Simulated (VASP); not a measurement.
# BaTe: single point with PBE+D3(BJ)

The system is BaTe.

```
Ba Te
1.0
     0.00000    3.41000    3.41000
     3.41000    0.00000    3.41000
     3.41000    3.41000    0.00000
Ba Te
1 1
Direct
  0.00000 0.00000 0.00000
  0.50000 0.50000 0.50000
```

```json
{"Program": "VASP 6.6.1", "Task": "single point", "Functional": "PBE", "Dispersion": "D3(BJ)", "Potentials or basis": "VASP PAW PBE potentials, release 64 (Ba_sv, Te)", "Cutoff": "500 eV", "k mesh": "4 × 4 × 4", "Occupations": "gaussian, width 0.01 eV", "Spin": "no spin polarisation", "Dipole correction": "no", "Further INCAR settings": "ALGO = Normal; EDIFF = 1e-06; NBANDS = 15"}
```

```json
{"Pressure": "2.9 GPa", "Band gap on the k mesh": "1.32 eV, indirect (least direct gap 1.70 eV)", "Dispersion energy per atom": "-0.339 eV"}
```

Levels at points of the mesh, in eV from the valence-band top:
```tsv
k point	band 6	band 7	band 8	band 9	band 10	band 11
(0.00, 0.00, 0.00)	0.00	0.00	0.00	2.85	2.85	2.85
(0.50, 0.00, 0.00)	-2.47	-1.30	-1.30	4.29	4.93	5.03
(0.50, 0.50, 0.00)	-1.15	-0.38	-0.38	1.32	4.54	4.99
```

Run time: 16 s on 1 thread of Intel Xeon 6455B, on a shared host, peak memory 0.21 GiB.

Caveat: spin-orbit coupling is left out, which moves the levels of the heavy elements. A k mesh can miss the band edges.
